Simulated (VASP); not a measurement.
A run of VASP 6.6.1 is set up as follows.

File INCAR:

```
PREC = Accurate ; ENCUT = 520
EDIFF = 1E-6 ; ISMEAR = 0
SIGMA = 0.1 ; LREAL = F
LASPH = T ; NELM = 100
ALGO = Normal ; ISIF = 2
LWAVE = F ; LCHARG = F
GGA = PE ; NBANDS = 30
```

Contents of KPOINTS:

```
regular mesh
0
Gamma
  12 12 10
```

POSCAR

```
SrTa2O2
1.0
    5.0406021038      0.0000000000      0.0000000000
   -2.5203010519      4.3652894722      0.0000000000
    0.0000000000      0.0000000000      3.9713472734
Sr Ta O
1 2 2
Direct
    0.0000000000      0.0000000000      0.5000000000
    0.3333333333      0.6666666667      0.0000000000
    0.6666666667      0.3333333333      0.0000000000
    0.3333333333      0.6666666667      0.5000000000
    0.6666666667      0.3333333333      0.5000000000
```

Potentials or basis: VASP PAW PBE potentials, release 64 (Sr_sv, Ta_pv, O).

The run is started by

```bash
$ cat potpaw_PBE.64/Sr_sv/POTCAR potpaw_PBE.64/Ta_pv/POTCAR potpaw_PBE.64/O/POTCAR > POTCAR
$ mpirun -np 1 vasp_std > vasp.out
```

Q: Predict the pressure.

A: 0.3 GPa.

Q: Predict the band gap on the k mesh.

A: Zero (bands 22 and 23 overlap by 1.56 eV).

Stress tensor (GPa, compression positive):
```
0.05 0.00 0.00
0.00 0.05 0.00
0.00 0.00 0.75
```

Caveat: spin-orbit coupling is left out, which moves the levels of the heavy elements.
